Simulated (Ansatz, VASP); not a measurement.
**CaS: VASP beside Ansatz**

INCAR

```
SYSTEM = CaS
  PREC = Accurate
  ENCUT = 500
  EDIFF = 1E-6
  ISMEAR = 0
  SIGMA = 0.02
  LREAL = .FALSE.
  LASPH = .TRUE.
  NELM = 120
  ALGO = Normal
  ISIF = 2
  LWAVE = .FALSE.
  LCHARG = .TRUE.
  GGA = PS
  LELF = .TRUE.
  LVHAR = .TRUE.
  NBANDS = 15
  GGA_COMPAT = .FALSE.
```

The input KPOINTS:

```
Automatic mesh
0
G
  6 6 6
  0 0 0
```

POSCAR

```
CaS
1.0
    0.0000000000      3.0726356943      3.0726356943
    3.0726356943      0.0000000000      3.0726356943
    3.0726356943      3.0726356943      0.0000000000
Ca S
1 1
Direct
    0.0000000000      0.0000000000      0.0000000000
    0.5000000000      0.5000000000      0.5000000000
```

Input for Ansatz:

```yaml
crystal:
  lattice:
    - [0.0, 3.0726356943, 3.0726356943]
    - [3.0726356943, 0.0, 3.0726356943]
    - [3.0726356943, 3.0726356943, 0.0]
  atoms:
    - { symbol: Ca, position: [0.0, 0.0, 0.0] }
    - { symbol: S, position: [0.5, 0.5, 0.5] }
basis:
  ecutwfc: 420
kpoints:
  mp_grid: { grid: [6, 6, 6] }
hamiltonian:
  xc: pbesol
scf:
  occupations: { method: gaussian, width: 0.02 }
output:
  forces: true
  stress: true
  eigenvalues: true
```

Alike in both runs: task single point; functional PBEsol; k mesh 6 × 6 × 6; occupations gaussian, width 0.02 eV; no spin polarisation.

|  | VASP | Ansatz |
| --- | --- | --- |
| version | VASP 6.6.1 | Ansatz 0.2.0 |
| potentials or method | VASP PAW PBE potentials, release 64 (Ca_sv, S), cutoff 500 eV | scalar-relativistic, plane waves, PAW |
| valence electrons in the cell | 16 | 16 |

|  | VASP | Ansatz | Ansatz less VASP |
| --- | --- | --- | --- |
| gap on the k mesh at the Fermi level (eV) | 2.60 | 2.60 | +0.002 |
| least direct gap on the mesh (eV) | 2.74 | 2.74 | +0.001 |
| pressure (GPa) | -9.3 | -9.3 | -0.04 |

VASP's potentials were made for PBE, not for PBEsol. The functional is the same, so the differences come from potentials, cutoffs and numerics.
